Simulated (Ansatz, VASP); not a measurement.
One calculation of AlN, two programs

```
CELL_PARAMETERS angstrom
0.00000 2.15743 2.15743
2.15743 0.00000 2.15743
2.15743 2.15743 0.00000
ATOMIC_POSITIONS crystal
Al 0.00000 0.00000 0.00000
N 0.25000 0.25000 0.25000
```

Alike in both runs: task single point; functional LDA; k mesh 8 × 8 × 8; occupations gaussian, width 0.05 eV; no spin polarisation.

```csv
,VASP,Ansatz
version,VASP 6.6.1,Ansatz 0.2.0
potentials or method,"VASP PAW LDA potentials, release 64 (Al, N), cutoff 600 eV","scalar-relativistic, plane waves, PAW"
valence electrons in the cell,8,8
```

|  | VASP | Ansatz | Ansatz less VASP |
| --- | --- | --- | --- |
| gap on the k mesh at the Fermi level (eV) | 3.24 | 3.26 | +0.022 |
| least direct gap on the mesh (eV) | 4.57 | 4.56 | -0.006 |
| pressure (GPa) | 4.8 | 4.1 | -0.61 |

LDA's correlation is that of Perdew and Zunger in VASP and of Perdew and Wang (1992) in Ansatz.
